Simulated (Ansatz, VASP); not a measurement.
## Fe in VASP and in Ansatz

File INCAR:

```
SYSTEM = Fe
PREC = Accurate
ENCUT = 520
EDIFF = 1E-8
ISMEAR = -1
SIGMA = 0.05
LREAL = .FALSE.
LASPH = .TRUE.
NELM = 150
ALGO = Normal
ISIF = 2
LWAVE = .FALSE.
LCHARG = .FALSE.
ISPIN = 2
MAGMOM = 3
LORBIT = 11
LMAXMIX = 4
GGA = PE
LEFG = .TRUE.
NBANDS = 14
```

The input KPOINTS:

```
regular mesh
0
G
  16 16 16
  0 0 0
```

POSCAR

```
Fe
1.0
    0.0000000000      1.9805744844      1.9651051623
    1.5284085041      0.0000000000      1.9651051623
    1.5284085041      1.9805744844      0.0000000000
Fe
1
Direct
    0.0000000000      0.0000000000      0.0000000000
```

Input for Ansatz:

```yaml
crystal:
  lattice:
    - [0.0, 1.9805744844, 1.9651051623]
    - [1.5284085041, 0.0, 1.9651051623]
    - [1.5284085041, 1.9805744844, 0.0]
  atoms:
    - { symbol: Fe, position: [0.0, 0.0, 0.0], spin: 3.0 }
magnetization:
  spin_polarized: true
kpoints:
  mp_grid: { grid: [16, 16, 16] }
scf:
  occupations: { method: fermi_dirac, width: 0.05 }
hamiltonian:
  xc: pbe
  pseudopotentials: { kind: paw }
output:
  forces: true
  stress: true
  eigenvalues: true
  efg: { contact_densities: true }
```

Change from the starting cell: equal xx and yy strain of +2 %, PAW files.

Alike in both runs: task electric field gradients; functional PBE; k mesh 16 × 16 × 16; occupations fermi-dirac, width 0.05 eV; collinear spin.

|  | VASP | Ansatz |
| --- | --- | --- |
| version | VASP 6.6.1 | Ansatz 0.2.0 |
| potentials or method | VASP PAW PBE potentials, release 64 (Fe) | PAW with Ansatz's default frozen-core files, scalar-relativistic |
| plane-wave cutoff (eV) | 520 | 420 |
| valence electrons in the cell | 8 | 16 |

VASP gave:

```
pressure (GPa)                                                : -6.4
traceless stress, the component that is largest in VASP (GPa) : -5.12
net moment per atom (μB)                                      : 2.32
size of the moment on the site where the two differ most (μB) : 2.32
size of Vzz on the site where it differs most (V/Å²)          : 5.3
```

Problem. What did Ansatz give for the same quantities?

Solution. Pressure (GPa): -6.7; traceless stress, the component that is largest in VASP (GPa): -5.20; net moment per atom (μB): 2.29; size of the moment on the site where the two differ most (μB): 2.34; size of Vzz on the site where it differs most (V/Å²): 6.1.

Site moments also hang on the region over which each program counts them. VASP's potentials hold 8 valence electrons a cell and Ansatz's 16, so a difference there can come from the potentials and not from the codes.
